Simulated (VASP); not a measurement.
A run of VASP 6.6.1:

File POSCAR:

```
CaTiB3
1.0
    2.5682210900      2.5992216900      0.0000000000
    2.5682210900     -2.5992216900      0.0000000000
    0.0000000000      0.0000000000     -3.6590611500
Ca Ti B
1 1 3
Direct
    0.5000000000      0.5000000000      0.0000000000
    0.0000000000      0.0000000000      0.5000000000
    0.0000000000      0.0000000000      0.0000000000
    0.5000000000      0.0000000000      0.5000000000
    0.0000000000      0.5000000000      0.5000000000
```

File INCAR.step1:

```
PREC     = Accurate       # precision mode
ENCUT    = 520            # plane-wave cutoff, eV
EDIFF    = 1E-5           # SCF threshold, eV
ISMEAR   = -1             # smearing method
SIGMA    = 0.025          # smearing width, eV
LREAL    = False          # projectors in reciprocal space
LASPH    = True           # aspherical terms in the spheres
NELM     = 150            # most SCF steps
ALGO     = Normal         # electronic algorithm
ISIF     = 2              # what is computed and relaxed
LWAVE    = True           # write WAVECAR
LCHARG   = False          # write CHGCAR
ISPIN    = 2              # spin polarisation
MAGMOM   = 0 1 0 0 0      # initial moments
LORBIT   = 11             # projections on sites
LMAXMIX  = 4              # l up to which the mixer works
NBANDS   = 28             # bands
GGA      = PE             # functional
```

The input INCAR.step2:

```
PREC     = Accurate       # precision mode
ENCUT    = 520            # plane-wave cutoff, eV
EDIFF    = 1E-7           # SCF threshold, eV
ISMEAR   = -1             # smearing method
SIGMA    = 0.025          # smearing width, eV
LREAL    = False          # projectors in reciprocal space
LASPH    = True           # aspherical terms in the spheres
NELM     = 150            # most SCF steps
ALGO     = Normal         # electronic algorithm
ISIF     = 2              # what is computed and relaxed
LWAVE    = False          # write WAVECAR
LCHARG   = False          # write CHGCAR
ISPIN    = 2              # spin polarisation
MAGMOM   = 0 1 0 0 0      # initial moments
LORBIT   = 11             # projections on sites
LMAXMIX  = 4              # l up to which the mixer works
GGA      = PE             # functional
LHFCALC  = True           # exact exchange
AEXX     = 0.25           # exact-exchange fraction
PRECFOCK = Fast         
HFRCUT   = -1           
NBANDS   = 28             # bands
ISTART   = 1
```

File KPOINTS:

```
Automatic mesh
0
Gamma
  3 3 3
```

Potentials or basis: VASP PAW PBE potentials, release 64 (Ca_sv, Ti_sv, B).

The run is started by

```console
$ cat potpaw_PBE.64/Ca_sv/POTCAR potpaw_PBE.64/Ti_sv/POTCAR potpaw_PBE.64/B/POTCAR > POTCAR
$ cp INCAR.step1 INCAR
$ mpirun -np 1 vasp_std > vasp.out
$ cp INCAR.step2 INCAR
$ mpirun -np 1 vasp_std > vasp.out
```

Hardware: 1 thread of Intel(R) Xeon(R) Platinum 8488C (Sapphire Rapids), with other jobs on the host.

Problem. How long does it take, and how much memory?

Solution. It took 7.5 min on 1 thread of Intel(R) Xeon(R) Platinum 8488C (Sapphire Rapids) (shared host), peak memory 0.19 GiB. Counts: k points 8.
